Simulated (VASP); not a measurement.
LiMg12 (a cell with a defect), 13 atoms in the cell. The cell holds a defect, 13 atoms: a = 6.420 Å, b = 9.630 Å, c = 5.213 Å, α = 90.00°, β = 90.00°, γ = 120.00°. 

```yaml
Program: VASP 6.6.1
Task: single point
Functional: PBE
Potentials_or_basis: VASP PAW PBE potentials, release 64 (Mg, Li_sv)
Cutoff: 520 eV
k_mesh: 4 × 3 × 4
Occupations: fermi-dirac, width 0.05 eV
Spin: no spin polarisation
Dipole_correction: no
Further_INCAR_settings: ALGO = Normal; EDIFF = 1e-07; NBANDS = 26
```

Potentials or basis: VASP PAW PBE potentials, release 64 (Mg, Li_sv).

Run with:

```bash
$ cat potpaw_PBE.64/Mg/POTCAR potpaw_PBE.64/Li_sv/POTCAR > POTCAR
$ mpirun -np 1 vasp_std > vasp.out
```

Hardware: 1 thread of Intel(R) Xeon(R) Platinum 8259CL CPU @ 2.50GHz (Skylake/Cascade Lake), with other jobs on the host.

How long does it take, and how much memory?

Wall time 4 min on 1 thread of Intel(R) Xeon(R) Platinum 8259CL CPU @ 2.50GHz (Skylake/Cascade Lake), with other jobs on the host, peak memory 0.44 GiB. Counts: scf iterations 14, k points 26.
